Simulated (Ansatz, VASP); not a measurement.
# Pb: VASP beside Ansatz

Contents of POSCAR:

```
Pb
1.0
    0.0000000000      2.4415696833      2.4415696833
    2.4415696833      0.0000000000      2.4415696833
    2.4415696833      2.4415696833      0.0000000000
Pb
1
Direct
    0.0000000000      0.0000000000      0.0000000000
```

Contents of INCAR.step1:

```
PREC = Accurate
ENCUT = 520
ISMEAR = -1
SIGMA = 0.05
LREAL = F
LASPH = T
NELM = 100
NBANDS = 13
GGA = PE
ALGO = Normal
EDIFF = 1E-4
LWAVE = T
LCHARG = F
```

Contents of INCAR.step2:

```
PREC = Accurate
ENCUT = 520
EDIFF = 1E-7
ISMEAR = -1
SIGMA = 0.05
LREAL = F
LASPH = T
NELM = 100
ALGO = Normal
ISIF = 2
LWAVE = F
LCHARG = F
METAGGA = R2SCAN
LMIXTAU = T
LUSE_VDW = T
IVDW_NL = 2
BPARAM = 11.95
CPARAM = 0.0093
NBANDS = 13
ISTART = 1
```

File KPOINTS:

```
Automatic mesh
0
Gamma
  9 9 9
```

File input.yaml:

```yaml
crystal:
  lattice:
    - [0.0, 2.4415696833, 2.4415696833]
    - [2.4415696833, 0.0, 2.4415696833]
    - [2.4415696833, 2.4415696833, 0.0]
  atoms:
    - { symbol: Pb, position: [0.0, 0.0, 0.0] }
hamiltonian:
  xc: r2scan
  pseudopotentials: { kind: paw }
  dispersion: rvv10
kpoints:
  mp_grid: { grid: [9, 9, 9] }
scf:
  occupations: { method: fermi_dirac, width: 0.05 }
output:
  forces: true
  stress: true
  eigenvalues: true
  write_density: true
  write_potential: true
  elf: true
  volumetric_format: npy
```

Alike in both runs: task single point; functional r2SCAN; dispersion rVV10; k mesh 9 × 9 × 9; occupations fermi-dirac, width 0.05 eV; no spin polarisation.

|  | VASP | Ansatz |
| --- | --- | --- |
| version | VASP 6.6.1 | Ansatz 0.2.0 |
| potentials or method | VASP PAW PBE potentials, release 64 (Pb_d) | Ansatz PAW |
| plane-wave cutoff (eV) | 520 | 500 |
| valence electrons in the cell | 14 | 14 |

```tsv
	VASP	Ansatz	Ansatz less VASP
gap on the k mesh at the Fermi level (eV)	none	none	-
pressure (GPa)	2.5	2.3	-0.22
```

VASP's potentials were made for PBE, not for r2SCAN. A gap of «none» marks a metal or a gap that the smearing closes.

Spin-orbit coupling is off throughout.
